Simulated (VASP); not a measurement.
# C3N (P6_3/mcm) in VASP: a series of runs

The runs below take C3N through single point, relaxation of cell and atoms, with PBE.

Everything below comes from runs of VASP 6.6.1. Logs are shortened: lines on timing, memory, paths and dates and some standing lists are left out, and cuts for length are marked.

**1. The cell of the first run**

The structure is hexagonal, space group P6_3/mcm (No. 193). The conventional cell has a = 4.470 Å, b = 4.470 Å, c = 5.513 Å, α = 90.00°, β = 90.00°, γ = 120.00°. C (site symmetry m2m) has 2 N at 1.71 Å and 2 C at 1.76 Å within 2.3 Å. Within 2.3 Å of N (site symmetry -3m) lie 6 C at 1.71 Å.

The cell was generated, and may not be a known phase.

**2. Single point, PBE**

Input file INCAR:

```
SYSTEM = C3N
ALGO = Normal
EDIFF = 1E-6
ENCUT = 520
GGA = PE
ISIF = 2
ISMEAR = 0
LASPH = .TRUE.
LCHARG = .FALSE.
LREAL = .FALSE.
LWAVE = .FALSE.
NBANDS = 27
NELM = 80
PREC = Accurate
SIGMA = 0.1
```

Input file KPOINTS:

```
k-points
0
G
  6 6 4
  0 0 0
```

Input file POSCAR:

```
C3N
1.0
    4.4699211604      0.0000000025      0.0000000000
   -2.2349605824      3.8710652765      0.0000000000
    0.0000000000      0.0000000000      5.5125482328
C N
6 2
Direct
    0.7723293396      0.0000000000      0.7500000000
    0.7723293396      0.7723293396      0.2500000000
    0.2276706604      0.0000000000      0.2500000000
    0.2276706604      0.2276706604      0.7500000000
    0.0000000000      0.7723293396      0.7500000000
    0.0000000000      0.2276706604      0.2500000000
    0.0000000000      0.0000000000      0.5000000000
    0.0000000000      0.0000000000      0.0000000000
```

Potentials or basis: VASP PAW PBE potentials, release 64 (C, N).

The run is started by

```sh
> cat potpaw_PBE.64/C/POTCAR potpaw_PBE.64/N/POTCAR > POTCAR
> mpirun -np 1 vasp_std > vasp.out
```

OUTCAR:

```text
SYSTEM = C3N
   EDIFF = 1E-6
   ENCUT = 520
   GGA = PE
   ISIF = 2
   ISMEAR = 0
   LASPH = .TRUE.
   LREAL = .FALSE.
   NELM = 80
   PREC = Accurate

 ion  position               nearest neighbor table
   1  0.772  0.000  0.750-   7 1.71   8 1.71   4 1.76   5 1.76
   2  0.772  0.772  0.250-   7 1.71   8 1.71   6 1.76   3 1.76
   3  0.228  0.000  0.250-   7 1.71   8 1.71   2 1.76   6 1.76
   4  0.228  0.228  0.750-   7 1.71   8 1.71   5 1.76   1 1.76
   5  0.000  0.772  0.750-   7 1.71   8 1.71   4 1.76   1 1.76
   6  0.000  0.228  0.250-   7 1.71   8 1.71   2 1.76   3 1.76
   7  0.000  0.000  0.500-   2 1.71   4 1.71   5 1.71   6 1.71   3 1.71   1 1.71
   8  0.000  0.000  0.000-   2 1.71   4 1.71   5 1.71   6 1.71   3 1.71   1 1.71

  LATTYP: Found a hexagonal cell.
 ALAT       =     4.4699211604
 C/A-ratio  =     1.2332540184

  Lattice vectors:

 A1 = (   4.4699211604,   0.0000000025,   0.0000000000)
 A2 = (  -2.2349605824,   3.8710652765,   0.0000000000)
 A3 = (   0.0000000000,   0.0000000000,   5.5125482328)

Analysis of symmetry for initial positions (statically):
=====================================================================
 Subroutine PRICEL returns:
 Original cell was already a primitive cell.

 Routine SETGRP: Setting up the symmetry group for a
 hexagonal supercell.

 Subroutine GETGRP returns: Found 24 space group operations
 (whereof 12 operations were pure point group operations)
 out of a pool of 24 trial point group operations.

The static configuration has the point symmetry D_3d.
 The point group associated with its full space group is D_6h.

Analysis of symmetry for dynamics (positions and initial velocities):
=====================================================================
 Subroutine PRICEL returns:
 Original cell was already a primitive cell.

 Routine SETGRP: Setting up the symmetry group for a
 hexagonal supercell.

 Subroutine GETGRP returns: Found 24 space group operations
 (whereof 12 operations were pure point group operations)
 out of a pool of 24 trial point group operations.

The dynamic configuration has the point symmetry D_3d.
 The point group associated with its full space group is D_6h.

 Subroutine INISYM returns: Found 24 space group operations
 (whereof 12 operations are pure point group operations),
 and found     1 'primitive' translations

----------------------------------------------------------------------------------------

                                     Primitive cell

  volume of cell :      95.3856

  direct lattice vectors                    reciprocal lattice vectors
     4.469921160  0.000000003  0.000000000     0.223717592  0.129163412  0.000000000
    -2.234960582  3.871065276  0.000000000    -0.000000000  0.258326824  0.000000000
     0.000000000  0.000000000  5.512548233     0.000000000  0.000000000  0.181404308

  length of vectors
     4.469921160  4.469921160  5.512548233     0.258326824  0.258326824  0.181404308

  position of ions in fractional coordinates (direct lattice)
     0.772329340  0.000000000  0.750000000
     0.772329340  0.772329340  0.250000000
     0.227670660  0.000000000  0.250000000
     0.227670660  0.227670660  0.750000000
     0.000000000  0.772329340  0.750000000
     0.000000000  0.227670660  0.250000000
     0.000000000  0.000000000  0.500000000
     0.000000000  0.000000000  0.000000000

  ion indices of the primitive-cell ions
   primitive index   ion index
                 1           1
                 2           2
                 3           3
                 4           4
                 5           5
                 6           6
                 7           7
                 8           8

----------------------------------------------------------------------------------------

 KPOINTS: k-points

Automatic generation of k-mesh.
 Grid dimensions read from file:
 generate k-points for:    6    6    4

 Generating k-lattice:

  Cartesian coordinates                     Fractional coordinates (reciprocal lattice)
     0.037286265  0.021527235  0.000000000     0.166666667  0.000000000  0.000000000
    -0.000000000  0.043054471  0.000000000     0.000000000  0.166666667  0.000000000
     0.000000000  0.000000000  0.045351077     0.000000000  0.000000000  0.250000000

  Length of vectors
     0.043054471  0.043054471  0.045351077

  Shift w.r.t. Gamma in fractional coordinates (k-lattice)
     0.000000000  0.000000000  0.000000000

 Subroutine IBZKPT returns following result:
 ===========================================

 Found     21 irreducible k-points:

 Following reciprocal coordinates:
            Coordinates               Weight
  0.000000  0.000000  0.000000      1.000000
  0.166667  0.000000  0.000000      6.000000
  0.333333  0.000000  0.000000      6.000000
  0.500000  0.000000  0.000000      3.000000
  0.166667  0.166667  0.000000      6.000000
  0.333333  0.166667  0.000000     12.000000
[... 13 lines left out ...]
  0.333333  0.166667  0.500000     12.000000
  0.333333  0.333333  0.500000      2.000000
   k-points           NKPTS =     21   k-points in BZ     NKDIM =     21   number of bands    NBANDS=     27
   number of dos      NEDOS =    301   number of ions     NIONS =      8
   total plane-waves  NPLWV =  54432
   dimension x,y,z NGX =    36 NGY =   36 NGZ =   42
   dimension x,y,z NGXF=    72 NGYF=   72 NGZF=   84
   ions per type =               6   2
   NGX,Y,Z   is equivalent  to a cutoff of  13.39, 13.39, 12.67 a.u.
   NGXF,Y,Z  is equivalent  to a cutoff of  26.78, 26.78, 25.33 a.u.
 SYSTEM =  C3N
   PREC   = accura    normal or accurate (medium, high low for compatibility)
   ISTART =      0    job   : 0-new  1-cont  2-samecut
   ICHARG =      2    charge: 1-file 2-atom 10-const
   ISPIN  =      1    spin polarized calculation?
   LNONCOLLINEAR =      F non collinear calculations
   LSORBIT =      F    spin-orbit coupling
   LASPH  =      T    aspherical Exc in radial PAW
   ENCUT  =  520.0 eV  38.22 Ry    6.18 a.u.   8.31  8.31 10.25*2*pi/ulx,y,z
   NELM   =     80;   NELMIN=  2; NELMDL= -5     # of ELM steps
   EDIFF  = 0.1E-05   stopping-criterion for ELM
   LREAL  =      F    real-space projection
   EDIFFG = 0.1E-04   stopping-criterion for IOM
   NSW    =      0    number of steps for IOM
   IBRION =     -1    ionic relax: 0-MD 1-quasi-New 2-CG
   NFREE  =      0    steps in history (QN), initial steepest desc. (CG)
   ISIF   =      2    stress and relaxation
   ISYM   =      2    0-nonsym 1-usesym 2-fastsym
   POTIM  = 0.5000    time-step for ionic-motion
   TEBEG  =    0.0;   TEEND  =   0.0 temperature during run
   PSTRESS=    0.0 pullay stress
   NELECT =      34.0000    total number of electrons
   NUPDOWN=      -1.0000    fix difference up-down
   EMIN   =  10.00;   EMAX   =-10.00  energy-range for DOS
   EFERMI =   0.00;   METHOD = LEGACY
   ISMEAR =     0;   SIGMA  =   0.10  broadening in eV -4-tet -1-fermi 0-gaus
   EFERMI_NEDOS =   21; number of points for ismear=-14 and -15
   IALGO  =     38    algorithm
   IMIX   =      4    mixing-type and parameters
     AMIX     =   0.40;   BMIX     =  1.00
     AMIX_MAG =   1.60;   BMIX_MAG =  1.00
  volume/ion in A,a.u.               =      11.92        80.46
  Fermi-wavevector in a.u.,A,eV,Ry     =   1.160754  2.193507 18.331810  1.347350
  Thomas-Fermi vector in A             =   2.297333
   LORBIT       =      0    0 simple, 1 ext, 2 COOP (PROOUT), +10 PAW based schemes
   GGA     = PE    functional components
   LHFCALC =     F    Hartree Fock is set to
   AEXX    =    0.0000 exact exchange contribution
   IVDW    =     0    specifies the selected vdW correction
   LEPSILON=     F    determine dielectric tensor
   LRPA    =     F    only Hartree local field effects (RPA)
 non-spin polarized calculation
 Gauss-broadening in eV      SIGMA  =   0.10
  energy-cutoff  :      520.00
  volume of cell :       95.39
 maximum number of plane-waves:      2586
 NGX is ok and might be reduce to    36
   NGX = 17   NGY = 17   NGZ = 21

 number of electron      34.0000003 magnetization

 Free energy of the ion-electron system (eV)
  ---------------------------------------------------
  ext. energy  EPLUGINS =         0.00000000
  ---------------------------------------------------
  free energy    TOTEN  =       -42.00037826 eV

  energy without entropy =      -41.97726091  energy(sigma->0) =      -41.98881958

 E-fermi :   0.8335     XC(G=0):  -9.3110

 val. band max:        0.8076928420   @ k =   0.5000   0.0000   0.2500
 cond. band min:       0.8345247889   @ k =   0.1667   0.1667   0.0000
 fundamental gap:      0.0268319470
 Fermi energy:         0.8335163000

 k-point     1 :       0.0000    0.0000    0.0000
  band No.  band energies     occupation
      1     -20.4957      2.00000
      2     -16.7785      2.00000
      3     -16.5340      2.00000
      4      -8.8105      2.00000
      5      -8.8105      2.00000
      6      -7.4074      2.00000
[... 19 lines left out ...]
     26       9.2564      0.00000
     27       9.2578      0.00000

 k-point     2 :       0.1667    0.0000    0.0000
  band No.  band energies     occupation
      1     -20.4841      2.00000
      2     -16.7658      2.00000
      3     -16.5263      2.00000
      4      -9.0094      2.00000
      5      -8.8517      2.00000
      6      -7.4015      2.00000
[... 19 lines left out ...]
     26       8.6466      0.00000
     27       9.0644      0.00000

 k-point     3 :       0.3333    0.0000    0.0000
  band No.  band energies     occupation
      1     -20.4605      2.00000
      2     -16.7402      2.00000
      3     -16.5104      2.00000
      4      -9.3510      2.00000
      5      -8.9310      2.00000
      6      -7.3897      2.00000
[... 504 lines left out ...]
      1     -19.4840      2.00000
      2     -19.4840      2.00000
      3     -11.9943      2.00000
      4     -11.9943      2.00000
      5      -8.4807      2.00000
      6      -8.4807      2.00000
[... 19 lines left out ...]
     26       7.3216      0.00000
     27       8.6147      0.00000

 k-point    21 :       0.3333    0.3333    0.5000
  band No.  band energies     occupation
      1     -19.4783      2.00000
      2     -19.4783      2.00000
      3     -11.9897      2.00000
      4     -11.9897      2.00000
      5      -8.3649      2.00000
      6      -8.3649      2.00000
[... 19 lines left out ...]
     26       7.5371      0.00000
     27       8.8481      0.00000

------------------------ aborting loop because EDIFF is reached ----------------------------------------

  FORCE on cell =-STRESS in cart. coord.  units (eV):
  Direction    XX          YY          ZZ          XY          YZ          ZX
  --------------------------------------------------------------------------------------
  -------------------------------------------------------------------------------------
  Total        0.0819841      0.0819841      0.1908370     -0.0000000     -0.0000000      0.0000000
  in kB        1.3770739      1.3770739      3.2054605     -0.0000000     -0.0000000      0.0000000
  external PRESSURE =       1.9865361 kB  Pullay stress =       0.0000000 kB

 VOLUME and BASIS-vectors are now :
 -----------------------------------------------------------------------------
  energy-cutoff  :      520.00
  volume of cell :       95.39
      direct lattice vectors                 reciprocal lattice vectors
     4.469921160  0.000000003  0.000000000     0.223717592  0.129163412  0.000000000
    -2.234960582  3.871065276  0.000000000    -0.000000000  0.258326824  0.000000000
     0.000000000  0.000000000  5.512548233     0.000000000  0.000000000  0.181404308

 POSITION                                       TOTAL-FORCE (eV/Angst)
 -----------------------------------------------------------------------------------
      3.45225      0.00000      4.13441        -0.047892     -0.000000     -0.000000
      1.72613      2.98974      1.37814        -0.023946     -0.041475     -0.000000
      1.01767      0.00000      1.37814         0.047892      0.000000      0.000000
      0.50883      0.88133      4.13441         0.023946      0.041475      0.000000
     -1.72613      2.98974      4.13441         0.023946     -0.041475      0.000000
     -0.50883      0.88133      1.37814        -0.023946      0.041475     -0.000000
      0.00000      0.00000      2.75627         0.000000      0.000000      0.000000
      0.00000      0.00000      0.00000         0.000000      0.000000      0.000000
 -----------------------------------------------------------------------------------
    total drift:                                0.000000     -0.000000      0.000000

  FREE ENERGIE OF THE ION-ELECTRON SYSTEM (eV)
  ---------------------------------------------------
  free  energy   TOTEN  =       -42.0003782556 eV

  energy  without entropy=      -41.9772609139  energy(sigma->0) =      -41.98881958
```

Wall time 60 s (1 thread of Oxide Virtual Turin-like, shared host); peak memory 0.19 GiB.

What came out:

```yaml
Free_energy: -42.0004 eV
Pressure: 0.2 GPa
Largest_force: 0.048 eV/Å
Band_gap_on_the_k_mesh: zero (bands 17 and 18 overlap by 0.99 eV)
```

Forces on the atoms (eV/Å):
```
C   -0.048  0.000  0.000
C   -0.024 -0.041  0.000
C    0.048  0.000  0.000
C    0.024  0.041  0.000
C    0.024 -0.041  0.000
C   -0.024  0.041  0.000
N    0.000  0.000  0.000
N    0.000  0.000  0.000
```

Stress tensor (GPa, compression positive):
```
0.14 0.00 0.00
0.00 0.14 0.00
0.00 0.00 0.32
```

**3. Single point, PBE**

This run uses another cell than the first one, of 9.52 Å³/atom.

Input file INCAR:

```
PREC     = Accurate       # precision mode
ENCUT    = 520            # plane-wave cutoff, eV
EDIFF    = 1E-6           # SCF threshold, eV
ISMEAR   = 0              # smearing method
SIGMA    = 0.1            # smearing width, eV
LREAL    = F              # projectors in reciprocal space
LASPH    = T              # aspherical terms in the spheres
NELM     = 100            # most SCF steps
ALGO     = Normal         # electronic algorithm
ISIF     = 2              # what is computed and relaxed
LWAVE    = F              # write WAVECAR
LCHARG   = T              # write CHGCAR
GGA      = PE             # functional
LELF     = T              # ELF
LVHAR    = T            
NBANDS   = 27             # bands
```

Input file KPOINTS:

```
Automatic mesh
0
Gamma
  12 12 6
```

Input file POSCAR:

```
C3N
1.0
    3.7102413317      0.0000000000      0.0000000000
   -1.8551206659      3.2131632475      0.0000000000
    0.0000000000      0.0000000000      6.3910058009
C N
6 2
Direct
    0.7603817915      0.0000000000      0.7500000000
    0.7603817915      0.7603817915      0.2500000000
    0.2396182085      0.0000000000      0.2500000000
    0.2396182085      0.2396182085      0.7500000000
    0.0000000000      0.7603817915      0.7500000000
    0.0000000000      0.2396182085      0.2500000000
    0.0000000000      0.0000000000      0.5000000000
    0.0000000000      0.0000000000      0.0000000000
```

Potentials or basis: VASP PAW PBE potentials, release 64 (C, N).

The run is started by

```sh
> cat potpaw_PBE.64/C/POTCAR potpaw_PBE.64/N/POTCAR > POTCAR
> mpirun -np 1 vasp_std > vasp.out
```

Run time: 98 s. Hardware: 1 thread of Oxide Virtual Turin-like, shared host; peak memory 0.22 GiB.

Results (log left out):

- Free energy: -43.0860 eV
- Pressure: 0.3 GPa
- Largest force: 0.105 eV/Å
- Band gap on the k mesh: zero (bands 17 and 18 overlap by 2.26 eV)

Forces on the atoms (eV/Å):
```
C   -0.105  0.000  0.000
C   -0.053 -0.091  0.000
C    0.105  0.000  0.000
C    0.053  0.091  0.000
C    0.053 -0.091  0.000
C   -0.053  0.091  0.000
N    0.000  0.000  0.000
N    0.000  0.000  0.000
```

Stress tensor (GPa, compression positive):
```
0.41 0.00 0.00
0.00 0.41 0.00
0.00 0.00 0.20
```

Levels at points of the mesh, in eV from the Fermi level:
| k point | band 15 | band 16 | band 17 | band 18 | band 19 | band 20 |
| --- | --- | --- | --- | --- | --- | --- |
| (0.00, 0.00, 0.00) | -1.62 | -1.38 | -1.38 | 1.62 | 1.62 | 1.72 |
| (0.50, 0.00, 0.00) | 0.49 | 0.53 | 0.83 | 0.88 | 1.10 | 1.69 |
| (0.00, 0.00, 0.50) | -1.89 | -1.89 | -1.15 | -1.15 | -1.15 | -1.15 |
| (0.50, 0.00, 0.50) | -1.95 | -1.95 | 0.58 | 0.58 | 0.83 | 0.83 |

**4. Single point, PBE**

This run uses another cell than the first one, of 9.58 Å³/atom.

Input file INCAR:

```
SYSTEM = C3N
PREC     = Accurate       ! precision mode
ENCUT    = 520            ! plane-wave cutoff, eV
EDIFF    = 1E-6           ! SCF threshold, eV
ISMEAR   = 0              ! smearing method
SIGMA    = 0.1            ! smearing width, eV
LREAL    = .FALSE.        ! projectors in reciprocal space
LASPH    = .TRUE.         ! aspherical terms in the spheres
NELM     = 60             ! most SCF steps
ALGO     = Normal         ! electronic algorithm
ISIF     = 2              ! what is computed and relaxed
LWAVE    = .FALSE.        ! write WAVECAR
LCHARG   = .FALSE.        ! write CHGCAR
GGA      = PE             ! functional
NBANDS   = 27             ! bands
```

Input file KPOINTS:

```
Automatic mesh
0
G
  12 12 8
  0 0 0
```

Input file POSCAR:

```
C3N
1.0
    3.6884276850      0.0000000000      0.0000000000
   -1.8442138425      3.1942720752      0.0000000000
    0.0000000000      0.0000000000      6.5059323145
C N
6 2
Direct
    0.7619780917      0.0000000000      0.7500000000
    0.7619780917      0.7619780917      0.2500000000
    0.2380219083      0.0000000000      0.2500000000
    0.2380219083      0.2380219083      0.7500000000
    0.0000000000      0.7619780917      0.7500000000
    0.0000000000      0.2380219083      0.2500000000
    0.0000000000      0.0000000000      0.5000000000
    0.0000000000      0.0000000000      0.0000000000
```

The run is started by

```sh
> cat potpaw_PBE.64/C/POTCAR potpaw_PBE.64/N/POTCAR > POTCAR
> mpirun -np 1 vasp_std > vasp.out
```

Wall time 1.8 min (1 thread of Oxide Virtual Turin-like, shared host); peak memory 0.24 GiB.

The run converged. Its results:

| Property | Result |
| --- | --- |
| Free energy | -43.0669 eV |
| Pressure | 0.4 GPa |
| Largest force | 0.113 eV/Å |
| Band gap on the k mesh | zero (bands 17 and 18 overlap by 2.20 eV) |

Forces on the atoms (eV/Å):
```
C   -0.113  0.000  0.000
C   -0.057 -0.098  0.000
C    0.113  0.000  0.000
C    0.057  0.098  0.000
C    0.057 -0.098  0.000
C   -0.057  0.098  0.000
N    0.000  0.000  0.000
N    0.000  0.000  0.000
```

Stress tensor (GPa, compression positive):
```
0.41 0.00 0.00
0.00 0.41 0.00
0.00 0.00 0.24
```

Levels at points of the mesh, in eV from the Fermi level:
| k point | band 13 | band 14 | band 15 | band 16 | band 17 | band 18 | band 19 | band 20 | band 21 | band 22 |
| --- | --- | --- | --- | --- | --- | --- | --- | --- | --- | --- |
| (0.00, 0.00, 0.00) | -3.55 | -1.52 | -1.52 | -1.36 | -1.36 | 1.45 | 1.56 | 1.56 | 1.83 | 3.13 |
| (0.50, 0.00, 0.00) | -3.86 | -0.08 | 0.45 | 0.59 | 0.88 | 0.89 | 1.05 | 1.71 | 2.08 | 2.36 |
| (0.00, 0.00, 0.50) | -1.82 | -1.82 | -1.82 | -1.82 | -1.01 | -1.01 | -1.01 | -1.01 | 4.30 | 4.30 |
| (0.50, 0.00, 0.50) | -3.09 | -3.09 | -1.81 | -1.81 | 0.63 | 0.63 | 0.88 | 0.88 | 4.73 | 4.73 |

(Continued in part 2 of 2.)

The gap in the log of VASP goes by the Fermi energy; the results here count the filled bands.